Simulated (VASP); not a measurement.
Set up this calculation in VASP 6.6.1, as the native input.

```yaml
Task: single point
Functional: PBE
Potentials_or_basis: VASP PAW PBE potentials, release 64 (Fe)
Cutoff: 520 eV
k_mesh: 10 × 10 × 10
Occupations: gaussian, width 0.15 eV
Spin: collinear spin, ferromagnetic start
Starting_moments: "[2.44] μB"
Dipole_correction: no
Further_INCAR_settings: ALGO = Fast; EDIFF = 1e-06; NBANDS = 14
```

The structure of Fe lies in POSCAR:

```
Fe
1.0
   -1.3638161386      1.4157750842      1.3827875247
    1.3638161386     -1.4157750842      1.3827875247
    1.3638161386      1.4157750842     -1.3827875247
Fe
1
Direct
    0.0000000000      0.0000000000      0.0000000000
```

This cell differs from its parent crystal: normal strain along x -0.0367, normal strain along z -0.0233.

One way to write it, as run:

INCAR

```
SYSTEM = Fe
ALGO = Fast ; EDIFF = 1E-6
ENCUT = 520 ; GGA = PE
ISIF = 2 ; ISMEAR = 0
ISPIN = 2 ; LASPH = .TRUE.
LCHARG = .TRUE. ; LELF = .TRUE.
LMAXMIX = 4 ; LORBIT = 11
LREAL = .FALSE. ; LVHAR = .TRUE.
LWAVE = .FALSE. ; MAGMOM = 2.44
NBANDS = 14 ; NELM = 150
PREC = Accurate ; SIGMA = 0.15
```

KPOINTS

```
k-points
0
G
  10 10 10
  0 0 0
```

Potentials or basis: VASP PAW PBE potentials, release 64 (Fe).

The run is started by

```console
$ cat potpaw_PBE.64/Fe/POTCAR > POTCAR
$ mpirun -np 1 vasp_std > vasp.out
```

It gave:

```
Pressure                                              : 13.8 GPa
Net moment                                            : 2.10 μB per cell
Site moments                                          : Fe +2.09 μB
Valence electrons inside the program's atomic spheres : Fe 7.40
```

Caveat: the cell differs from its parent crystal (normal strain along x -0.0367, normal strain along z -0.0233).

Wall time 22 s on 1 thread of Intel(R) Xeon(R) 6975P-C (Granite Rapids), on a shared host, peak memory 0.15 GiB.
